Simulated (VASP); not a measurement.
A run of VASP 6.6.1 is set up as follows.

POSCAR

```
Pt
1.0
   -1.5821724000      1.5849819900      1.5846552900
    1.6029151900     -1.5797795700      1.6001956600
    1.5674823500      1.5650895200     -1.5794528700
Pt
1
Direct
    0.0000000000      0.0000000000      0.0000000000
```

INCAR.step1

```
SYSTEM = Pt
PREC = Accurate
ENCUT = 520
EDIFF = 1E-5
ISMEAR = -1
SIGMA = 0.05
LREAL = .FALSE.
LASPH = .TRUE.
NELM = 80
ALGO = Normal
ISIF = 2
LWAVE = .TRUE.
LCHARG = .FALSE.
NBANDS = 11
GGA = PE
```

File INCAR.step2:

```
SYSTEM = Pt
PREC = Accurate
ENCUT = 520
EDIFF = 1E-6
ISMEAR = -1
SIGMA = 0.05
LREAL = .FALSE.
LASPH = .TRUE.
NELM = 80
ALGO = Normal
ISIF = 2
LWAVE = .FALSE.
LCHARG = .FALSE.
GGA = PE
LHFCALC = .TRUE.
AEXX = 0.25
HFSCREEN = 0.3
PRECFOCK = Normal
NBANDS = 11
ISTART = 1
```

KPOINTS

```
Automatic mesh
0
G
  6 6 6
  0 0 0
```

Potentials or basis: VASP PAW PBE potentials, release 64 (Pt).

The run is started by

```sh
$ cat potpaw_PBE.64/Pt/POTCAR > POTCAR
$ cp INCAR.step1 INCAR
$ mpirun -np 1 vasp_std > vasp.out
$ cp INCAR.step2 INCAR
$ mpirun -np 1 vasp_std > vasp.out
```

(1) Predict the pressure.

(2) Predict the band gap on the k mesh.

Results:

(1) -7.9 GPa.

(2) zero (bands 5 and 6 overlap by 2.59 eV).

Caveat: the k points lie up to 0.47 Å⁻¹ apart, too coarse for converged energies and pressures of a metal; the PAW data sets were made with another functional, which shifts forces and pressure a little; spin-orbit coupling is left out, which moves the levels of the heavy elements.
